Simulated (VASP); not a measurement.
**CoSi3: single point with r2SCAN**

Crystal: CoSi3.

```
Si Co
1.0
     0.00000    2.94834    2.94834
     2.94834    0.00000    2.94834
     2.94834    2.94834    0.00000
Si Co
3 1
Cartesian
  1.4742 1.4742 1.4742
  4.4225 4.4225 4.4225
  2.9483 2.9483 2.9483
  0.0000 0.0000 0.0000
```

* Program: VASP 6.6.1
* Task: single point
* Functional: r2SCAN
* Potentials or basis: VASP PAW PBE potentials, release 64 (Si, Co)
* Cutoff: 520 eV
* k mesh: 12 × 12 × 12
* Occupations: gaussian, width 0.1 eV
* Spin: collinear spin, ferromagnetic start
* Starting moments: [0.0, 0.0, 0.0, 2.0] μB

```json
{"Pressure": "-5.1 GPa", "Net moment": "0.68 μB per cell", "Site moments": "Si +0.00, +0.01; Co +0.82 μB", "Valence electrons inside the program's atomic spheres": "Si 1.55, 1.57; Co 8.31"}
```

Levels at points of the mesh, in eV from the Fermi level:
Spin up:
| k point | band 7 | band 8 | band 9 | band 10 | band 11 | band 12 | band 13 | band 14 | band 15 | band 16 |
| --- | --- | --- | --- | --- | --- | --- | --- | --- | --- | --- |
| (0.00, 0.00, 0.00) | -2.72 | -2.42 | -2.42 | -2.42 | 0.00 | 0.51 | 0.51 | 0.51 | 2.29 | 2.29 |
| (0.50, 0.00, 0.00) | -2.53 | -2.53 | -2.52 | -2.52 | -0.50 | -0.50 | 1.20 | 5.68 | 5.68 | 5.68 |
| (0.50, 0.50, 0.00) | -2.52 | -2.52 | -2.30 | -1.38 | -0.65 | 4.52 | 4.52 | 5.84 | 5.84 | 6.74 |
Spin down:
```csv
k point,band 6,band 7,band 8,band 9,band 10,band 11,band 12,band 13,band 14,band 15
"(0.00, 0.00, 0.00)",-2.39,-2.39,-2.39,-1.95,-1.95,-0.04,1.40,1.40,1.40,2.09
"(0.50, 0.00, 0.00)",-2.67,-2.67,-2.42,-1.61,-1.61,0.49,0.49,1.76,5.62,5.66
"(0.50, 0.50, 0.00)",-4.12,-1.58,-1.58,-1.30,-0.32,0.47,4.74,4.74,5.77,5.77
```

It took 15 min on 1 thread of Oxide Virtual Turin-like Processor, on a shared host, peak memory 0.26 GiB.

Caveat: the PAW data sets were made with another functional, which shifts forces and pressure a little.
